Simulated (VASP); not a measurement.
Here is a VASP 6.6.1 calculation.

Contents of INCAR:

```
ALGO = Normal
EDIFF = 1E-6
ENCUT = 500
GGA_COMPAT = F
ISIF = 2
ISMEAR = 0
LASPH = T
LCHARG = F
LREAL = F
LWAVE = F
NBANDS = 50
NELM = 120
PREC = Accurate
SIGMA = 0.03
```

File KPOINTS:

```
k-points
0
Gamma
  10 10 2
```

Contents of POSCAR:

```
GeSb4Te7
1.0
    4.2291795509      0.0000000000      0.0000000000
   -2.1145897755      3.6625769283      0.0000000000
    0.0000000000      0.0000000000     23.0870827810
Ge Sb Te
1 4 7
Direct
    0.0000000000      0.0000000000      0.5000000000
    0.6666666667      0.3333333333      0.9154866138
    0.3333333333      0.6666666667      0.3436253142
    0.3333333333      0.6666666667      0.0845133862
    0.6666666667      0.3333333333      0.6563746858
    0.3333333333      0.6666666667      0.8415682881
    0.6666666667      0.3333333333      0.1584317119
    0.0000000000      0.0000000000      0.7300975311
    0.6666666667      0.3333333333      0.4289626353
    0.3333333333      0.6666666667      0.5710373647
    0.0000000000      0.0000000000      0.0000000000
    0.0000000000      0.0000000000      0.2699024689
```

Potentials or basis: VASP PAW LDA potentials, release 64 (Ge_d, Sb, Te).

Launch:

```sh
$ cat potpaw_LDA.64/Ge_d/POTCAR potpaw_LDA.64/Sb/POTCAR potpaw_LDA.64/Te/POTCAR > POTCAR
$ mpirun -np 1 vasp_std > vasp.out
```

(1) Estimate the pressure.

(2) What does it give for the largest force?

## Answers

(1) 0.0 GPa.

(2) 0.048 eV/Å.
